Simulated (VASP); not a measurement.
Here is a VASP 6.6.1 calculation.

File POSCAR:

```
BN
1.0
    2.5380428423      0.0000000000      0.0000000000
   -1.2690214212      2.1980095773      0.0000000000
    0.0000000000      0.0000000000      4.1981998806
B N
2 2
Direct
    0.6666666667      0.3333333333      0.0002534944
    0.3333333333      0.6666666667      0.5002534944
    0.6666666667      0.3333333333      0.3747465056
    0.3333333333      0.6666666667      0.8747465056
```

File INCAR.step1:

```
PREC     = Accurate       # precision mode
ENCUT    = 520            # plane-wave cutoff, eV
ISMEAR   = 0              # smearing method
SIGMA    = 0.05           # smearing width, eV
LREAL    = F              # projectors in reciprocal space
LASPH    = T              # aspherical terms in the spheres
NELM     = 80             # most SCF steps
NBANDS   = 16             # bands
GGA      = PE             # functional
ALGO     = Normal         # electronic algorithm
EDIFF    = 1E-4           # SCF threshold, eV
LWAVE    = T              # write WAVECAR
LCHARG   = F              # write CHGCAR
```

Contents of INCAR.step2:

```
PREC     = Accurate       # precision mode
ENCUT    = 520            # plane-wave cutoff, eV
EDIFF    = 1E-7           # SCF threshold, eV
ISMEAR   = 0              # smearing method
SIGMA    = 0.05           # smearing width, eV
LREAL    = F              # projectors in reciprocal space
LASPH    = T              # aspherical terms in the spheres
NELM     = 80             # most SCF steps
ALGO     = Normal         # electronic algorithm
ISIF     = 2              # what is computed and relaxed
LWAVE    = F              # write WAVECAR
LCHARG   = T              # write CHGCAR
METAGGA  = R2SCAN         # meta-GGA
LMIXTAU  = T            
IVDW     = 12             # dispersion correction
VDW_S6   = 1.0          
VDW_S8   = 0.78981345   
VDW_A1   = 0.49484001   
VDW_A2   = 5.73083694   
LELF     = T              # ELF
LVHAR    = T            
NBANDS   = 16             # bands
ISTART   = 1
```

File KPOINTS:

```
regular mesh
0
Gamma
  10 10 6
```

Potentials or basis: VASP PAW PBE potentials, release 64 (B, N).

Run with:

```sh
$ cat potpaw_PBE.64/B/POTCAR potpaw_PBE.64/N/POTCAR > POTCAR
$ cp INCAR.step1 INCAR
$ mpirun -np 1 vasp_std > vasp.out
$ cp INCAR.step2 INCAR
$ mpirun -np 1 vasp_std > vasp.out
```

Question: Predict the pressure.

Answer: 1.1 GPa.

Question: Predict the dispersion energy per atom.

Answer: -0.099 eV.

Question: Estimate the band gap on the k mesh.

Answer: 5.90 eV, indirect (least direct gap 9.01 eV).

Forces in eV/Å, atoms in the order of the input:
```
B    0.000  0.000 -0.002
B    0.000  0.000 -0.002
N    0.000  0.000  0.002
N    0.000  0.000  0.002
```

Caveat: the PAW data sets were made with another functional, which shifts forces and pressure a little. A k mesh can miss the band edges.
